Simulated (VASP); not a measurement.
La2O3:

```
La O
1.0
     6.26678    0.00000    0.00000
    -3.13339    5.42719    0.00000
     0.00000    0.00000    3.29977
La O
2 3
Cartesian
  0.0000 3.6181 1.6499
  3.1334 1.8091 1.6499
  1.5416 2.6701 0.0000
  -1.5918 2.7571 0.0000
  3.1836 0.0000 0.0000
```

Base run:

| Quantity | Value |
| --- | --- |
| Program | VASP 6.6.1 |
| Functional | LDA |
| Potentials or basis | VASP PAW LDA potentials, release 64 (La, O) |
| Cutoff | 520 eV |
| k mesh | 6 × 6 × 6 |
| Occupations | gaussian, width 0.01 eV |
| Spin | no spin polarisation |

Its results: band gap on the k mesh 1.38 eV (least direct gap 1.90 eV); pressure -3.3 GPa; largest force 0.073 eV/Å.

Q: The run is repeated on the same cell with these changes: functional from LDA to BLYP; potentials or basis from VASP PAW LDA potentials, release 64 (La, O) to VASP PAW PBE potentials, release 64 (La, O). What comes out?

A: Band gap on the k mesh 1.64 eV (least direct gap 2.15 eV); pressure 5.3 GPa; largest force 0.034 eV/Å.

Caveats: spin-orbit coupling is left out, which moves the levels of the heavy elements; the cell stands under tension (at least some runs); the cell stands under pressure (at least some runs); the PAW data sets were made with another functional, which shifts forces and pressure a little (at least some runs).

A k mesh can miss the band edges.
